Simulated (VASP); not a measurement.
Write the native input for VASP 6.6.1 that does the following.

* Task: single point
* Functional: B3LYP
* Potentials or basis: VASP PAW PBE potentials, release 64 (Ga_d)
* Cutoff: 520 eV
* k mesh: 5 × 5 × 5
* Occupations: fermi-dirac, width 0.05 eV
* Spin: no spin polarisation
* Dipole correction: no
* Grid for exact exchange (PRECFOCK): Normal
* Further INCAR settings: ALGO = Normal; EDIFF = 1e-06; NBANDS = 12
* Share of exact exchange: 0.2

The system is Ga.

```
Ga
1.0
     2.71648    0.00000    0.00000
     0.00000    2.71648    0.00000
     0.00000    0.00000    2.71648
Ga
1
Cartesian
  0.0000 0.0000 0.0000
```

This isn't the form of Ga at room conditions, which is orthorhombic.

The input as run:

POSCAR

```
Ga
1.0
    2.7164800000      0.0000000000      0.0000000000
    0.0000000000      2.7164800000      0.0000000000
    0.0000000000      0.0000000000      2.7164800000
Ga
1
Direct
    0.0000000000      0.0000000000      0.0000000000
```

INCAR.step1

```
  ALGO = Normal
  EDIFF = 1E-5
  ENCUT = 520
  GGA = PE
  ISIF = 2
  ISMEAR = -1
  LASPH = True
  LCHARG = False
  LREAL = False
  LWAVE = True
  NBANDS = 12
  NELM = 60
  PREC = Accurate
  SIGMA = 0.05
```

INCAR.step2

```
  AEXX = 0.2
  AGGAC = 0.81
  AGGAX = 0.72
  ALDAC = 0.19
  ALGO = Normal
  EDIFF = 1E-6
  ENCUT = 520
  GGA = B3
  ISIF = 2
  ISMEAR = -1
  ISTART = 1
  LASPH = True
  LCHARG = False
  LHFCALC = True
  LREAL = False
  LWAVE = False
  NBANDS = 12
  NELM = 60
  PREC = Accurate
  PRECFOCK = Normal
  SIGMA = 0.05
```

KPOINTS

```
k-points
0
Gamma
  5 5 5
```

Potentials or basis: VASP PAW PBE potentials, release 64 (Ga_d).

Command:

```sh
$ cat potpaw_PBE.64/Ga_d/POTCAR > POTCAR
$ cp INCAR.step1 INCAR
$ mpirun -np 1 vasp_std > vasp.out
$ cp INCAR.step2 INCAR
$ mpirun -np 1 vasp_std > vasp.out
```

Results of the run:

| Item | Value |
| --- | --- |
| Pressure | 2.2 GPa |
| Band gap on the k mesh | zero (an odd number of electrons rules out a gap without spin polarisation) |

Caveat: the k points lie up to 0.46 Å⁻¹ apart, too coarse for converged energies and pressures of a metal; the PAW data sets were made with another functional, which shifts forces and pressure a little.

Wall time 4.2 min on 1 thread of Intel Xeon 8259CL (shared host), peak memory 0.14 GiB.
